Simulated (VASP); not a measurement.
Wanted: the native input for a VASP 6.6.1 run.

```
Task                   : single point
Functional             : LDA
Potentials or basis    : VASP PAW LDA potentials, release 64 (Ti_sv, B)
Cutoff                 : 500 eV
k mesh                 : 10 × 10 × 8
Occupations            : methfessel-paxton, width 0.05 eV
Spin                   : no spin polarisation
Dipole correction      : no
Further INCAR settings : ALGO = Normal; EDIFF = 1e-06; NBANDS = 16
```

The structure of TiB2 lies in POSCAR:

```
TiB2
1.0
    3.0017017910      0.0000000000      0.0000000000
   -1.5008508955      2.5995500056      0.0000000000
    0.0000000000      0.0000000000      3.1763512488
Ti B
1 2
Direct
    0.0000000000      0.0000000000      0.0000000000
    0.3333333333      0.6666666667      0.5000000000
    0.6666666667      0.3333333333      0.5000000000
```

One way to write it, as run:

INCAR

```
SYSTEM = TiB2
ALGO = Normal ; EDIFF = 1E-6
ENCUT = 500 ; GGA = CA
GGA_COMPAT = .FALSE. ; ISIF = 2
ISMEAR = 1 ; LASPH = .TRUE.
LCHARG = .TRUE. ; LELF = .TRUE.
LREAL = .FALSE. ; LVHAR = .TRUE.
LWAVE = .FALSE. ; NBANDS = 16
NELM = 120 ; PREC = Accurate
SIGMA = 0.05
```

KPOINTS

```
k-points
0
G
  10 10 8
  0 0 0
```

Potentials or basis: VASP PAW LDA potentials, release 64 (Ti_sv, B).

Command:

```bash
$ cat potpaw_LDA.64/Ti_sv/POTCAR potpaw_LDA.64/B/POTCAR > POTCAR
$ mpirun -np 1 vasp_std > vasp.out
```

Results of the run:

- Pressure: -2.1 GPa
- Band gap on the k mesh: zero (band 9 reaches 10.77 eV, above the bottom of band 10 at 10.08 eV)

Wall time 9.3 s on 1 thread of Intel(R) Xeon(R) 6975P-C (Granite Rapids), on a shared host, peak memory 0.13 GiB.
